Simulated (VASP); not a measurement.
# Cr (Fm-3m) in VASP: a series of runs, part 2 of 2

VASP 6.6.1.

## 5. Single point, r2SCAN

This run uses another cell than the first one, of 11.65 Å³/atom, 1.136 times its volume.

POSCAR

```
Cr
1.0
    0.0000000000      1.7991902402      1.7991902402
    1.7991902402      0.0000000000      1.7991902402
    1.7991902402      1.7991902402      0.0000000000
Cr
1
Direct
    0.0000000000      0.0000000000      0.0000000000
```

INCAR.step1

```
PREC     = Accurate       # precision mode
ENCUT    = 520            # plane-wave cutoff, eV
ISMEAR   = -1             # smearing method
SIGMA    = 0.1            # smearing width, eV
LREAL    = F              # projectors in reciprocal space
LASPH    = T              # aspherical terms in the spheres
NELM     = 60             # most SCF steps
NBANDS   = 12             # bands
GGA      = PE             # functional
ALGO     = Normal         # electronic algorithm
EDIFF    = 1E-4           # SCF threshold, eV
LWAVE    = T              # write WAVECAR
LCHARG   = F              # write CHGCAR
```

INCAR.step2

```
PREC     = Accurate       # precision mode
ENCUT    = 520            # plane-wave cutoff, eV
EDIFF    = 1E-6           # SCF threshold, eV
ISMEAR   = -1             # smearing method
SIGMA    = 0.1            # smearing width, eV
LREAL    = F              # projectors in reciprocal space
LASPH    = T              # aspherical terms in the spheres
NELM     = 60             # most SCF steps
ALGO     = Normal         # electronic algorithm
ISIF     = 2              # what is computed and relaxed
LWAVE    = F              # write WAVECAR
LCHARG   = F              # write CHGCAR
METAGGA  = R2SCAN         # meta-GGA
LMIXTAU  = T            
NBANDS   = 12             # bands
ISTART   = 1
```

KPOINTS

```
regular mesh
0
Gamma
  17 17 17
```

Potentials or basis: VASP PAW PBE potentials, release 64 (Cr_pv).

Command:

```sh
$ cat potpaw_PBE.64/Cr_pv/POTCAR > POTCAR
$ cp INCAR.step1 INCAR
$ mpirun -np 1 vasp_std > vasp.out
$ cp INCAR.step2 INCAR
$ mpirun -np 1 vasp_std > vasp.out
```

OUTCAR:

```text
PREC = Accurate
   ENCUT = 520
   EDIFF = 1E-6
   ISMEAR = -1
   LREAL = F
   LASPH = T
   NELM = 60
   ISIF = 2
   METAGGA = R2SCAN
   ISTART = 1

 ion  position               nearest neighbor table
   1  0.000  0.000  0.000-

  LATTYP: Found a face centered cubic cell.
 ALAT       =     3.5983804804

  Lattice vectors:

 A1 = (   0.0000000000,   1.7991902402,   1.7991902402)
 A2 = (   1.7991902402,   0.0000000000,   1.7991902402)
 A3 = (   1.7991902402,   1.7991902402,   0.0000000000)

Analysis of symmetry for initial positions (statically):
=====================================================================
 Subroutine PRICEL returns:
 Original cell was already a primitive cell.

 Routine SETGRP: Setting up the symmetry group for a
 face centered cubic supercell.

 Subroutine GETGRP returns: Found 48 space group operations
 (whereof 48 operations were pure point group operations)
 out of a pool of 48 trial point group operations.

The static configuration has the point symmetry O_h .

Analysis of symmetry for dynamics (positions and initial velocities):
=====================================================================
 Subroutine PRICEL returns:
 Original cell was already a primitive cell.

 Routine SETGRP: Setting up the symmetry group for a
 face centered cubic supercell.

 Subroutine GETGRP returns: Found 48 space group operations
 (whereof 48 operations were pure point group operations)
 out of a pool of 48 trial point group operations.

The dynamic configuration has the point symmetry O_h .

 Subroutine INISYM returns: Found 48 space group operations
 (whereof 48 operations are pure point group operations),
 and found     1 'primitive' translations

----------------------------------------------------------------------------------------

                                     Primitive cell
[... 107 lines left out ...]
   IMIX   =      4    mixing-type and parameters
     AMIX     =   0.40;   BMIX     =  1.00
     AMIX_MAG =   1.60;   BMIX_MAG =  1.00
  volume/ion in A,a.u.               =      11.65        78.61
  Fermi-wavevector in a.u.,A,eV,Ry     =   1.653414  3.124499 37.195286  2.733776
  Thomas-Fermi vector in A             =   2.741856
   LORBIT       =      0    0 simple, 1 ext, 2 COOP (PROOUT), +10 PAW based schemes
   METAGGA = R2SCAN    functional components
   LHFCALC =     F    Hartree Fock is set to
   AEXX    =    0.0000 exact exchange contribution
   IVDW    =     0    specifies the selected vdW correction
   LEPSILON=     F    determine dielectric tensor
   LRPA    =     F    only Hartree local field effects (RPA)
 non-spin polarized calculation
  energy-cutoff  :      520.00
  volume of cell :       11.65
 maximum number of plane-waves:       331
   NGX =  9   NGY =  9   NGZ =  9

 number of electron      12.0000009 magnetization

 Free energy of the ion-electron system (eV)
  ---------------------------------------------------
  ext. energy  EPLUGINS =         0.00000000
  ---------------------------------------------------
  free energy    TOTEN  =       -14.37798180 eV

  energy without entropy =      -14.32433710  energy(sigma->0) =      -14.35115945

 E-fermi :  10.5789     XC(G=0): -14.9090

 val. band max:       10.5595561371   @ k =   0.1765   0.1176   0.0000
 cond. band min:      10.5796930228   @ k =   0.1765   0.1176   0.0000
 fundamental gap:      0.0201368857
 Fermi energy:        10.5789348843

 k-point     1 :       0.0000    0.0000    0.0000
  band No.  band energies     occupation
      1     -33.4022      2.00000
      2     -33.4021      2.00000
      3     -33.4021      2.00000
      4       2.4248      2.00000
      5      10.0761      1.98698
      6      10.0762      1.98698
      7      10.0762      1.98698
      8      12.1379      0.00000
      9      12.1379      0.00000
     10      14.0936      0.00000
     11      31.0639      0.00000
     12      37.3508      0.00000
[... 331 lines left out ...]
 k-point    24 :      -0.1176    0.0588    0.0000
  band No.  band energies     occupation
      1     -33.5856      2.00000
      2     -33.4480      2.00000
      3     -33.4169      2.00000
      4       3.3371      2.00000
      5       9.6424      1.99983
      6      10.3497      1.81646
      7      10.3580      1.80225
      8      11.8450      0.00001
      9      12.1822      0.00000
     10      14.0915      0.00000
     11      30.9619      0.00000
     12      32.9739      0.00000

 [... further k-points ...]
[... 5 lines left out ...]
  --------------------------------------------------------------------------------------
  -------------------------------------------------------------------------------------
  Total        0.0509095      0.0509095      0.0509095     -0.0000000      0.0000000     -0.0000000
  in kB        7.0024171      7.0024171      7.0024171     -0.0000000      0.0000000     -0.0000000
  external PRESSURE =       7.0024171 kB  Pullay stress =       0.0000000 kB

 VOLUME and BASIS-vectors are now :
 -----------------------------------------------------------------------------
  energy-cutoff  :      520.00
  volume of cell :       11.65
      direct lattice vectors                 reciprocal lattice vectors
     0.000000000  1.799190240  1.799190240    -0.277902797  0.277902797  0.277902797
     1.799190240  0.000000000  1.799190240     0.277902797 -0.277902797  0.277902797
     1.799190240  1.799190240  0.000000000     0.277902797  0.277902797 -0.277902797

 POSITION                                       TOTAL-FORCE (eV/Angst)
 -----------------------------------------------------------------------------------
      0.00000      0.00000      0.00000        -0.000000      0.000000     -0.000000
 -----------------------------------------------------------------------------------
    total drift:                                0.000000      0.000000      0.000000

  FREE ENERGIE OF THE ION-ELECTRON SYSTEM (eV)
  ---------------------------------------------------
  free  energy   TOTEN  =       -14.3779817954 eV

  energy  without entropy=      -14.3243371001  energy(sigma->0) =      -14.35115945
```

OSZICAR.step1:

```text
N       E                     dE             d eps       ncg     rms          rms(c)
DAV:   1     0.796013901764E+02    0.79601E+02   -0.71069E+03  3976   0.120E+03
DAV:   2    -0.953025956050E+01   -0.89132E+02   -0.86160E+02  4020   0.296E+02
DAV:   3    -0.107146446690E+02   -0.11844E+01   -0.11759E+01  4484   0.408E+01
DAV:   4    -0.107209520345E+02   -0.63074E-02   -0.63071E-02  4280   0.298E+00
DAV:   5    -0.107210282514E+02   -0.76217E-04   -0.76217E-04  4412   0.301E-01    0.125E+01
DAV:   6    -0.917838752940E+01    0.15426E+01   -0.38548E+00  4176   0.348E+01    0.175E+00
DAV:   7    -0.915950242986E+01    0.18885E-01   -0.70430E-02  4048   0.387E+00    0.889E-01
DAV:   8    -0.914947049930E+01    0.10032E-01   -0.29382E-03  4372   0.836E-01    0.152E-01
DAV:   9    -0.914932621596E+01    0.14428E-03   -0.58266E-04  4024   0.392E-01    0.399E-02
DAV:  10    -0.914932768290E+01   -0.14669E-05   -0.98563E-06  2000   0.379E-02
   1 F= -.91493277E+01 E0= -.91208013E+01  d E =-.570528E-01
```

Run time: 2.5 min. Hardware: 1 thread of Intel Xeon 8259CL, shared host; peak memory 0.14 GiB.

What came out:

```
Free energy            : -14.3780 eV
Pressure               : 0.7 GPa
Band gap on the k mesh : zero (band 6 reaches 13.36 eV, above the bottom of band 7 at 10.08 eV)
```

Caveat: the PAW data sets were made with another functional, which shifts forces and pressure a little; the run has no spin polarisation, though such a crystal can be magnetic. Spin polarisation is off, so any magnetic state and its effect on volume and gap are missing.

## 6. The runs side by side

| cell | gap on the mesh (eV) | pressure (GPa) |
| --- | --- | --- |
| a = 2.438 Å, angles 60.0°, 1 atom | none | 43.4 |
| a = 2.475 Å, angles 60.0°, 1 atom | none | 26.2 |
| a = 2.510 Å, angles 60.0°, 1 atom | none | 12.2 |
| a = 2.544 Å, angles 60.0°, 1 atom | none | 0.7 |

Alike in all rows: task single point; level r2SCAN; potentials or basis VASP PAW PBE potentials, release 64 (Cr_pv); no spin polarisation; k mesh 17 × 17 × 17; cutoff (eV) 520; smearing fermi-dirac 0.1 eV.

Caveats: the PAW data sets were made with another functional, which shifts forces and pressure a little; the run has no spin polarisation, though such a crystal can be magnetic.

Absolute energies hang on the potentials; compare differences alone.
